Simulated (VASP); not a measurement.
Runs of VASP 6.6.1 on W. The structure is that of space group Immm (No. 71), or close to it. The cells are those of the table. 

```tsv
cell	further INCAR settings	gap on the mesh (eV)	pressure (GPa)
a = 2.813, b = 2.599 Å, angles 62.5, 64.9, 62.5°, 1 atom	ALGO = Fast; EDIFF = 1e-06; NBANDS = 13	none	7.6
a = 2.871, b = 2.546, c = 2.818 Å, angles 64.5, 67.9, 62.3°, 1 atom	ALGO = Fast; EDIFF = 1e-07; NBANDS = 13	none	(b)
a = 2.932, b = 2.495, c = 2.825 Å, angles 66.5, 70.8, 62.1°, 1 atom	ALGO = Fast; EDIFF = 1e-06; NBANDS = 13	none	-0.8
a = 2.710, b = 2.495, c = 2.813 Å, angles 61.0, 63.7, 65.3°, 1 atom	ALGO = Fast; EDIFF = 1e-07; NBANDS = 13	none	38.7
a = 2.773, b = 2.336, c = 2.825 Å, angles 64.2, 69.2, 66.5°, 1 atom	ALGO = Fast; EDIFF = 1e-06; NBANDS = 13	none	44.3
a = 2.866, b = 2.652, c = 2.813 Å, angles 63.2, 65.5, 61.2°, 1 atom	ALGO = Fast; EDIFF = 1e-06; NBANDS = 13	none	(a)
a = 2.715, b = 2.390, c = 2.818 Å, angles 62.2, 66.2, 66.7°, 1 atom	ALGO = Fast; EDIFF = 1e-07; NBANDS = 13	none	49.0
```

Alike in all rows: task single point; level LDA; potentials or basis VASP PAW LDA potentials, release 64 (W_sv); no spin polarisation; k mesh 20 × 20 × 20; cutoff (eV) 520; smearing gaussian 0.15 eV.

Estimate the missing entries.

(a) -4.4; (b) 1.8.

Caveats: spin-orbit coupling is left out, which moves the levels of the heavy elements; the cell stands under pressure (at least some runs); the stress differs along the axes, from -7 to 3 GPa (at least some runs); the stress differs along the axes, from 31 to 45 GPa (at least some runs); the stress differs along the axes, from 26 to 55 GPa (at least some runs); the stress differs along the axes, from -8 to -3 GPa (at least some runs); the stress differs along the axes, from 41 to 58 GPa (at least some runs).

A k mesh can miss the band edges, and the runs leave out spin-orbit coupling on W.

A gap of «none» marks levels without a gap at the run's occupations.
